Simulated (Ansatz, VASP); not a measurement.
C: VASP beside Ansatz

```xyz
4
Lattice="2.4555 0.0000 0.0000 -1.2277 2.1265 0.0000 0.0000 0.0000 6.7304" Properties=species:S:1:pos:R:3 pbc="T T T"
C     0.0000    0.0000    5.0478
C     0.0000    0.0000    1.6826
C     0.0000    1.4177    5.0478
C     1.2277    0.7088    1.6826
```

Alike in both runs: functional r2SCAN; dispersion D3(BJ); k mesh 21 × 21 × 6; occupations gaussian, width 0.1 eV; no spin polarisation.

Ansatz relaxed the structure, and its values are those at the end. VASP's run is a single point on that final structure, the one shown.

|  | VASP | Ansatz |
| --- | --- | --- |
| version | VASP 6.6.1 | Ansatz 0.2.0 |
| potentials or method | VASP PAW PBE potentials, release 64 (C), cutoff 520 eV | scalar-relativistic, plane waves, PAW |
| valence electrons in the cell | 16 | 16 |

|  | VASP | Ansatz | Ansatz less VASP |
| --- | --- | --- | --- |
| gap on the k mesh at the Fermi level (eV) | none | none | - |
| pressure (GPa) | 0.7 | 0.0 | -0.67 |

VASP's potentials were made for PBE, not for r2SCAN. A gap of «none» marks a metal or a gap that the smearing closes. Ansatz's warnings: dispersion damping borrowed.
